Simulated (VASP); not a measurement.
# TiTe3Se (R-3m) in VASP: notebook

The runs below take TiTe3Se through single point, with PBE.

Everything below comes from runs of VASP 6.6.1. Logs are shortened: lines on timing, memory, paths and dates and some standing lists are left out, and cuts for length are marked.

## 1. The cell of the first run

The structure is trigonal, space group R-3m (No. 166). The conventional cell has a = 6.587 Å, b = 6.587 Å, c = 11.671 Å, α = 90.00°, β = 90.00°, γ = 120.00°. Ti (site symmetry -3m) has 6 Te at 2.72 Å within 3.6 Å. Within 3.6 Å of Te (site symmetry 2/m) lie 2 Ti at 2.72 Å and 4 Te at 3.29 Å and 2 Se at 3.29 Å. Within 4.3 Å of Se (site symmetry -3m) lie 6 Te at 3.29 Å and 6 Ti at 4.27 Å.

## 2. Single point, PBE, collinear spin, ferromagnetic start

Contents of INCAR:

```
SYSTEM = TiTe3Se
PREC = Accurate ; ENCUT = 520
EDIFF = 1E-6 ; ISMEAR = 0
SIGMA = 0.1 ; LREAL = .False.
LASPH = .True. ; NELM = 150
ALGO = Normal ; ISIF = 2
LWAVE = .False. ; LCHARG = .False.
ISPIN = 2 ; MAGMOM = 1 0 0 0 0
LORBIT = 11 ; LMAXMIX = 4
GGA = PE ; NBANDS = 30
```

Contents of KPOINTS:

```
Automatic mesh
0
Gamma
  3 3 3
  0 0 0
```

Contents of POSCAR:

```
TiTe3Se
1.0
    3.2933822787      1.9014351451      3.8902273017
   -3.2933822787      1.9014351451      3.8902273017
    0.0000000000     -3.8028702903      3.8902273017
Ti Te Se
1 3 1
Direct
    0.0000000000      0.0000000000      0.0000000000
    0.0000000000      0.0000000000      0.5000000000
    0.5000000000      0.0000000000      0.0000000000
    0.0000000000      0.5000000000      0.0000000000
    0.5000000000      0.5000000000      0.5000000000
```

Potentials or basis: VASP PAW PBE potentials, release 64 (Ti_sv, Te, Se).

On the command line:

```console
$ cat potpaw_PBE.64/Ti_sv/POTCAR potpaw_PBE.64/Te/POTCAR potpaw_PBE.64/Se/POTCAR > POTCAR
$ mpirun -np 1 vasp_std > vasp.out
```

OUTCAR:

```text
SYSTEM = TiTe3Se
   PREC = Accurate
   ENCUT = 520
   EDIFF = 1E-6
   ISMEAR = 0
   LREAL = .False.
   LASPH = .True.
   NELM = 150
   ISIF = 2
   ISPIN = 2
   LORBIT = 11
   GGA = PE

 ion  position               nearest neighbor table
   1  0.000  0.000  0.000-   3 2.72   4 2.72   4 2.72   3 2.72   2 2.72   2 2.72
   2  0.000  0.000  0.500-   1 2.72   1 2.72   3 3.29   4 3.29   4 3.29   3 3.29
   3  0.500  0.000  0.000-   1 2.72   1 2.72   2 3.29   2 3.29   4 3.29   4 3.29
   4  0.000  0.500  0.000-   1 2.72   1 2.72   2 3.29   2 3.29   3 3.29   3 3.29
   5  0.500  0.500  0.500-

  LATTYP: Found a trigonal (rhomboedric) cell.
 ALAT       =     5.4401921752
 COS(alpha) =     0.2670306722

  Lattice vectors:

 A1 = (   3.2933822787,   1.9014351451,   3.8902273017)
 A2 = (  -3.2933822787,   1.9014351451,   3.8902273017)
 A3 = (   0.0000000000,  -3.8028702903,   3.8902273017)

Analysis of symmetry for initial positions (statically):
=====================================================================
 Subroutine PRICEL returns:
 Original cell was already a primitive cell.

 Routine SETGRP: Setting up the symmetry group for a
 trigonal (rhombohedral) supercell.

 Subroutine GETGRP returns: Found 12 space group operations
 (whereof 12 operations were pure point group operations)
 out of a pool of 12 trial point group operations.

The static configuration has the point symmetry D_3d.

Analysis of symmetry for dynamics (positions and initial velocities):
=====================================================================
 Subroutine PRICEL returns:
 Original cell was already a primitive cell.

 Routine SETGRP: Setting up the symmetry group for a
 trigonal (rhombohedral) supercell.

 Subroutine GETGRP returns: Found 12 space group operations
 (whereof 12 operations were pure point group operations)
 out of a pool of 12 trial point group operations.

The dynamic configuration has the point symmetry D_3d.

Analysis of structural, dynamic, and magnetic symmetry:
=====================================================================
 Subroutine PRICEL returns:
 Original cell was already a primitive cell.

 Routine SETGRP: Setting up the symmetry group for a
 trigonal (rhombohedral) supercell.

 Subroutine GETGRP returns: Found 12 space group operations
 (whereof 12 operations were pure point group operations)
 out of a pool of 12 trial point group operations.

The overall configuration has the point symmetry D_3d.

 Subroutine INISYM returns: Found 12 space group operations
 (whereof 12 operations are pure point group operations),
 and found     1 'primitive' translations

----------------------------------------------------------------------------------------

                                     Primitive cell

  volume of cell :     146.1672

  direct lattice vectors                    reciprocal lattice vectors
     3.293382279  1.901435145  3.890227302     0.151819606  0.087653090  0.085684796
    -3.293382279  1.901435145  3.890227302    -0.151819606  0.087653090  0.085684796
     0.000000000 -3.802870290  3.890227302     0.000000000 -0.175306181  0.085684796

  length of vectors
     5.440192175  5.440192175  5.440192175     0.195125963  0.195125963  0.195125963

  position of ions in fractional coordinates (direct lattice)
     0.000000000  0.000000000  0.000000000
     0.000000000  0.000000000  0.500000000
     0.500000000  0.000000000  0.000000000
     0.000000000  0.500000000  0.000000000
     0.500000000  0.500000000  0.500000000

  ion indices of the primitive-cell ions
   primitive index   ion index
                 1           1
                 2           2
                 3           3
                 4           4
                 5           5

----------------------------------------------------------------------------------------

 KPOINTS: Automatic mesh

Automatic generation of k-mesh.
 Grid dimensions read from file:
 generate k-points for:    3    3    3

 Generating k-lattice:

  Cartesian coordinates                     Fractional coordinates (reciprocal lattice)
     0.050606535  0.029217697  0.028561599     0.333333333  0.000000000 -0.000000000
    -0.050606535  0.029217697  0.028561599     0.000000000  0.333333333 -0.000000000
     0.000000000 -0.058435394  0.028561599     0.000000000  0.000000000  0.333333333

  Length of vectors
     0.065041988  0.065041988  0.065041988

  Shift w.r.t. Gamma in fractional coordinates (k-lattice)
     0.000000000  0.000000000  0.000000000

 Subroutine IBZKPT returns following result:
 ===========================================

 Found      6 irreducible k-points:

 Following reciprocal coordinates:
            Coordinates               Weight
  0.000000  0.000000  0.000000      1.000000
  0.333333  0.000000 -0.000000      6.000000
  0.333333  0.333333 -0.000000      6.000000
 -0.333333  0.333333  0.000000      6.000000
  0.333333  0.333333  0.333333      2.000000
 -0.333333  0.333333  0.333333      6.000000
   k-points           NKPTS =      6   k-points in BZ     NKDIM =      6   number of bands    NBANDS=     30
   number of dos      NEDOS =    301   number of ions     NIONS =      5
   total plane-waves  NPLWV =  64000
   dimension x,y,z NGX =    40 NGY =   40 NGZ =   40
   dimension x,y,z NGXF=    80 NGYF=   80 NGZF=   80
   ions per type =               1   3   1
   NGX,Y,Z   is equivalent  to a cutoff of  12.22, 12.22, 12.22 a.u.
   NGXF,Y,Z  is equivalent  to a cutoff of  24.45, 24.45, 24.45 a.u.
 SYSTEM =  TiTe3Se
   PREC   = accura    normal or accurate (medium, high low for compatibility)
   ISTART =      0    job   : 0-new  1-cont  2-samecut
   ICHARG =      2    charge: 1-file 2-atom 10-const
   ISPIN  =      2    spin polarized calculation?
   LNONCOLLINEAR =      F non collinear calculations
   LSORBIT =      F    spin-orbit coupling
   LASPH  =      T    aspherical Exc in radial PAW
   ENCUT  =  520.0 eV  38.22 Ry    6.18 a.u.  10.12 10.12 10.12*2*pi/ulx,y,z
   NELM   =    150;   NELMIN=  2; NELMDL= -5     # of ELM steps
   EDIFF  = 0.1E-05   stopping-criterion for ELM
   LREAL  =      F    real-space projection
   EDIFFG = 0.1E-04   stopping-criterion for IOM
   NSW    =      0    number of steps for IOM
   IBRION =     -1    ionic relax: 0-MD 1-quasi-New 2-CG
   NFREE  =      0    steps in history (QN), initial steepest desc. (CG)
   ISIF   =      2    stress and relaxation
   ISYM   =      2    0-nonsym 1-usesym 2-fastsym
   POTIM  = 0.5000    time-step for ionic-motion
   TEBEG  =    0.0;   TEEND  =   0.0 temperature during run
   PSTRESS=    0.0 pullay stress
   NELECT =      36.0000    total number of electrons
   NUPDOWN=      -1.0000    fix difference up-down
   EMIN   =  10.00;   EMAX   =-10.00  energy-range for DOS
   EFERMI =   0.00;   METHOD = LEGACY
   ISMEAR =     0;   SIGMA  =   0.10  broadening in eV -4-tet -1-fermi 0-gaus
   EFERMI_NEDOS =   21; number of points for ismear=-14 and -15
   IALGO  =     38    algorithm
   IMIX   =      4    mixing-type and parameters
     AMIX     =   0.40;   BMIX     =  1.00
     AMIX_MAG =   1.60;   BMIX_MAG =  1.00
  volume/ion in A,a.u.               =      29.23       197.28
  Fermi-wavevector in a.u.,A,eV,Ry     =   1.026185  1.939209 14.327695  1.053056
  Thomas-Fermi vector in A             =   2.160065
   LORBIT       =     11    0 simple, 1 ext, 2 COOP (PROOUT), +10 PAW based schemes
   GGA     = PE    functional components
   LHFCALC =     F    Hartree Fock is set to
   AEXX    =    0.0000 exact exchange contribution
   IVDW    =     0    specifies the selected vdW correction
   LEPSILON=     F    determine dielectric tensor
   LRPA    =     F    only Hartree local field effects (RPA)
 spin polarized calculation
 Gauss-broadening in eV      SIGMA  =   0.10
  energy-cutoff  :      520.00
  volume of cell :      146.17
 maximum number of plane-waves:      3956
   NGX = 21   NGY = 21   NGZ = 21

 number of electron      36.0000018 magnetization       0.0714516

 number of electron      36.0000012 magnetization      -0.0042672

 Free energy of the ion-electron system (eV)
  ---------------------------------------------------
  ext. energy  EPLUGINS =         0.00000000
  ---------------------------------------------------
  free energy    TOTEN  =       -20.40935452 eV

  energy without entropy =      -20.37393459  energy(sigma->0) =      -20.39164455

 E-fermi :   5.4525     XC(G=0):  -9.3249

 val. band max:        5.4293210286   @ k =   0.3333   0.0000  -0.0000
 cond. band min:       5.4545395806   @ k =  -0.3333   0.3333   0.3333
 fundamental gap:      0.0252185519
 Fermi energy:         5.4525306073

 spin component 1

 k-point     1 :       0.0000    0.0000    0.0000
  band No.  band energies     occupation
      1     -52.1330      1.00000
      2     -28.4542      1.00000
      3     -28.4094      1.00000
      4     -28.4094      1.00000
      5      -7.9206      1.00000
      6      -5.6839      1.00000
[... 22 lines left out ...]
     29      10.2424      0.00000
     30      11.8245      0.00000

 k-point     2 :       0.3333    0.0000   -0.0000
  band No.  band energies     occupation
      1     -52.1331      1.00000
      2     -28.4537      1.00000
      3     -28.4092      1.00000
      4     -28.4088      1.00000
      5      -7.4423      1.00000
      6      -6.2569      1.00000
[... 22 lines left out ...]
     29      11.3036      0.00000
     30      12.3937      0.00000

 k-point     3 :       0.3333    0.3333   -0.0000
  band No.  band energies     occupation
      1     -52.1332      1.00000
      2     -28.4531      1.00000
      3     -28.4089      1.00000
      4     -28.4085      1.00000
      5      -7.3085      1.00000
      6      -6.0599      1.00000
[... 65 lines left out ...]
      6      -5.7046      1.00000
[... 22 lines left out ...]
     29      11.3724      0.00000
     30      12.1740      0.00000

 k-point     6 :      -0.3333    0.3333    0.3333
  band No.  band energies     occupation
      1     -52.1333      1.00000
      2     -28.4526      1.00000
      3     -28.4084      1.00000
      4     -28.4084      1.00000
      5      -7.0445      1.00000
      6      -6.2988      1.00000
[... 22 lines left out ...]
     29      12.5103      0.00000
     30      13.3738      0.00000
 Fermi energy:         5.4525306073

 spin component 2

 k-point     1 :       0.0000    0.0000    0.0000
  band No.  band energies     occupation
      1     -52.1352      1.00000
      2     -28.4561      1.00000
      3     -28.4118      1.00000
      4     -28.4118      1.00000
      5      -7.9209      1.00000
      6      -5.6847      1.00000
[... 22 lines left out ...]
     29      10.2419      0.00000
     30      11.8241      0.00000

 k-point     2 :       0.3333    0.0000   -0.0000
  band No.  band energies     occupation
      1     -52.1353      1.00000
      2     -28.4555      1.00000
      3     -28.4117      1.00000
      4     -28.4113      1.00000
      5      -7.4426      1.00000
      6      -6.2574      1.00000
[... 22 lines left out ...]
     29      11.3031      0.00000
     30      12.3933      0.00000

 k-point     3 :       0.3333    0.3333   -0.0000
  band No.  band energies     occupation
      1     -52.1354      1.00000
      2     -28.4550      1.00000
      3     -28.4114      1.00000
      4     -28.4110      1.00000
      5      -7.3088      1.00000
      6      -6.0604      1.00000
[... 88 lines left out ...]
     29      11.3716      0.00000
     30      12.1738      0.00000

 k-point     6 :      -0.3333    0.3333    0.3333
  band No.  band energies     occupation
      1     -52.1355      1.00000
      2     -28.4544      1.00000
      3     -28.4109      1.00000
      4     -28.4108      1.00000
      5      -7.0449      1.00000
      6      -6.2992      1.00000
[... 22 lines left out ...]
     29      12.5100      0.00000
     30      13.3749      0.00000

------------------------ aborting loop because EDIFF is reached ----------------------------------------

  FORCE on cell =-STRESS in cart. coord.  units (eV):
  Direction    XX          YY          ZZ          XY          YZ          ZX
  --------------------------------------------------------------------------------------
  -------------------------------------------------------------------------------------
  Total        0.0498363      0.0498363     -0.0529028      0.0000000      0.0000000      0.0000000
  in kB        0.5462684      0.5462684     -0.5798815      0.0000000      0.0000000      0.0000000
  external PRESSURE =       0.1708851 kB  Pullay stress =       0.0000000 kB

 VOLUME and BASIS-vectors are now :
 -----------------------------------------------------------------------------
  energy-cutoff  :      520.00
  volume of cell :      146.17
      direct lattice vectors                 reciprocal lattice vectors
     3.293382279  1.901435145  3.890227302     0.151819606  0.087653090  0.085684796
    -3.293382279  1.901435145  3.890227302    -0.151819606  0.087653090  0.085684796
     0.000000000 -3.802870290  3.890227302     0.000000000 -0.175306181  0.085684796

 POSITION                                       TOTAL-FORCE (eV/Angst)
 -----------------------------------------------------------------------------------
      0.00000      0.00000      0.00000        -0.000000      0.000000      0.000000
      0.00000     -1.90144      1.94511        -0.000000     -0.000000      0.000000
      1.64669      0.95072      1.94511         0.000000     -0.000000      0.000000
     -1.64669      0.95072      1.94511         0.000000      0.000000      0.000000
      0.00000     -0.00000      5.83534        -0.000000     -0.000000     -0.000000
 -----------------------------------------------------------------------------------
    total drift:                               -0.000000      0.000000      0.000000

  FREE ENERGIE OF THE ION-ELECTRON SYSTEM (eV)
  ---------------------------------------------------
  free  energy   TOTEN  =       -20.4093545203 eV

  energy  without entropy=      -20.3739345888  energy(sigma->0) =      -20.39164455

 total charge

# of ion       s       p       d       tot
------------------------------------------
    1        2.162   6.112   1.951  10.224
    2        1.403   1.877   0.048   3.329
    3        1.403   1.877   0.048   3.329
    4        1.403   1.877   0.048   3.329
    5        1.503   2.153   0.016   3.672
--------------------------------------------------
tot          7.875  13.895   2.113  23.882

 magnetization (x)

# of ion       s       p       d       tot
------------------------------------------
    1       -0.000  -0.000  -0.003  -0.003
    2       -0.000   0.000  -0.000   0.000
    3       -0.000   0.000  -0.000   0.000
    4       -0.000   0.000  -0.000   0.000
    5       -0.000  -0.001  -0.000  -0.001
--------------------------------------------------
tot         -0.000  -0.001  -0.003  -0.003
```

Run time: 38 s. Hardware: 1 thread of Intel Xeon 6975P-C (Granite Rapids), shared host; peak memory 0.3 GiB.

What came out:

| Property | Result |
| --- | --- |
| Free energy | -20.4094 eV |
| Pressure | 0.0 GPa |
| Band gap on the k mesh | zero (filled and empty bands overlap) |
| Net moment | 0.00 μB per cell |
| Valence electrons inside the program's atomic spheres | Ti 10.22; Te 3.33; Se 3.67 |

Caveat: the k points lie up to 0.41 Å⁻¹ apart; spin-orbit coupling is left out, which moves the levels of the heavy elements.

## 3. Single point, PBE, collinear spin, ferromagnetic start

This run uses another cell than the first one, of 31.77 Å³/atom, 1.087 times its volume.

Contents of INCAR:

```
  ALGO = Normal
  EDIFF = 1E-7
  ENCUT = 520
  GGA = PE
  ISIF = 2
  ISMEAR = 0
  ISPIN = 2
  LASPH = True
  LCHARG = False
  LMAXMIX = 4
  LORBIT = 11
  LREAL = False
  LWAVE = False
  MAGMOM = 1 0 0 0 0
  NBANDS = 30
  NELM = 150
  PREC = Accurate
  SIGMA = 0.1
```

Contents of KPOINTS:

```
k-points
0
Gamma
  3 3 3
```

POSCAR: that of step 2 with these lines changed.

```diff
@@ -2,5 +2,5 @@
 1.0
-    3.2933822787      1.9014351451      3.8902273017
-   -3.2933822787      1.9014351451      3.8902273017
-    0.0000000000     -3.8028702903      3.8902273017
+    3.6581269500      2.1120205800      3.4269923000
+   -3.6581269500      2.1120205800      3.4269923000
+    0.0000000000     -4.2240411600      3.4269923000
 Ti Te Se
```

Potentials or basis: VASP PAW PBE potentials, release 64 (Ti_sv, Te, Se).

On the command line:

```console
$ cat potpaw_PBE.64/Ti_sv/POTCAR potpaw_PBE.64/Te/POTCAR potpaw_PBE.64/Se/POTCAR > POTCAR
$ mpirun -np 1 vasp_std > vasp.out
```

It took 50 s on 1 thread of Intel Xeon 6975P-C (Granite Rapids), shared host; peak memory 0.31 GiB.

It converged, with:

```
Free energy                                           : -19.9120 eV
Pressure                                              : -3.3 GPa
Band gap on the k mesh                                : zero (filled and empty bands overlap)
Net moment                                            : 0.00 μB per cell
Valence electrons inside the program's atomic spheres : Ti 10.20; Te 3.30; Se 3.62
```

Stress tensor (GPa, compression positive):
```
-3.87  0.00  0.00
 0.00 -3.87  0.00
 0.00  0.00 -2.10
```

Levels at points of the mesh, in eV from the Fermi level:
Spin up:
| k point | band 14 | band 15 | band 16 | band 17 | band 18 | band 19 | band 20 | band 21 | band 22 | band 23 |
| --- | --- | --- | --- | --- | --- | --- | --- | --- | --- | --- |
| (0.00, 0.00, 0.00) | -1.07 | -0.33 | -0.33 | -0.11 | -0.05 | 0.03 | 0.03 | 0.33 | 1.02 | 1.02 |
Spin down:
```csv
k point,band 16,band 17,band 18,band 19,band 20,band 21
"(0.00, 0.00, 0.00)",-0.33,-0.11,-0.05,0.03,0.03,0.33
```

Caveat: the k points lie up to 0.39 Å⁻¹ apart; spin-orbit coupling is left out, which moves the levels of the heavy elements.
